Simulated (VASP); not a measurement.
## OsO: relaxation of cell and atoms with PBE

The system is OsO.

```
Os O
1.0
     2.79054    0.00000    0.00000
    -1.39527    2.41668    0.00000
     0.00000    0.00000    3.68479
Os O
1 1
Cartesian
  0.0000 0.0000 1.8424
  0.0000 0.0000 0.0000
```

```
Program                : VASP 6.6.1
Task                   : relaxation of cell and atoms
Functional             : PBE
Potentials or basis    : VASP PAW PBE potentials, release 64 (Os, O)
Cutoff                 : 600 eV
k mesh                 : 24 × 24 × 16
Occupations            : gaussian, width 0.1 eV
Spin                   : no spin polarisation
Dipole correction      : no
Further INCAR settings : ALGO = Normal; EDIFF = 1e-06; IBRION = 2; EDIFFG = -0.01; NSW = 100; ISIF = 3
```

The relaxed volume is 12.45 Å³/atom and the relaxed cell is a = 2.788 Å, b = 2.788 Å, c = 3.700 Å, α = 90.00°, β = 90.00°, γ = 120.00°. The space group after relaxing (to 0.05 Å) is P6/mmm (No. 191), the energy gained by relaxing is 1.0 meV/atom and the ionic steps are 7. The pressure after relaxing is 0.0 GPa and the band gap on the k mesh is zero (band 7 reaches 8.09 eV, above the bottom of band 8 at 4.06 eV).

Stress tensor (GPa, compression positive):
```
-0.01  0.00  0.00
 0.00 -0.01  0.00
 0.00  0.00  0.10
```

The path:
| step | energy change (eV) | largest force (eV/Å) | pressure (GPa) | volume (Å³) |
| --- | --- | --- | --- | --- |
| 1 | 0.0000 | 0.0000 | 2.00 | 24.85 |
| 2 | 0.0384 | 0.0000 | -9.82 | 25.41 |
| 3 | -0.0019 | 0.0000 | -0.33 | 24.95 |
| 4 | -0.0019 | 0.0000 | -0.29 | 24.95 |
| 5 | -0.0019 | 0.0000 | -0.25 | 24.94 |
| 6 | -0.0020 | 0.0000 | 0.16 | 24.89 |
| 7 | -0.0020 | 0.0000 | 0.03 | 24.90 |

Final structure:
```
CELL_PARAMETERS angstrom
2.78791 0.00000 0.00000
-1.39395 2.41440 0.00000
0.00000 0.00000 3.69970
ATOMIC_POSITIONS crystal
Os 0.00000 0.00000 0.50000
O 0.00000 0.00000 0.00000
```

Levels at points of the mesh, in eV from the Fermi level:
```tsv
k point	band 3	band 4	band 5	band 6	band 7	band 8	band 9	band 10	band 11
(0.00, 0.00, 0.00)	-5.48	-2.87	-2.87	-2.30	-2.30	-0.24	-0.24	4.16	8.62
(0.50, 0.00, 0.00)	-5.60	-4.76	-3.84	-3.49	-0.99	2.06	2.58	3.98	9.51
(0.00, 0.00, 0.50)	-7.17	-4.50	-4.50	-2.25	-2.25	2.52	2.52	4.96	10.81
(0.50, 0.00, 0.50)	-8.24	-5.48	-5.25	0.70	2.08	2.11	2.29	5.43	9.70
```

Run time: 3.1 min on 1 thread of Intel(R) Xeon(R) Platinum 8559C (Emerald Rapids), with other jobs on the host, peak memory 0.34 GiB.

Caveat: spin-orbit coupling is left out, which moves the levels of the heavy elements.
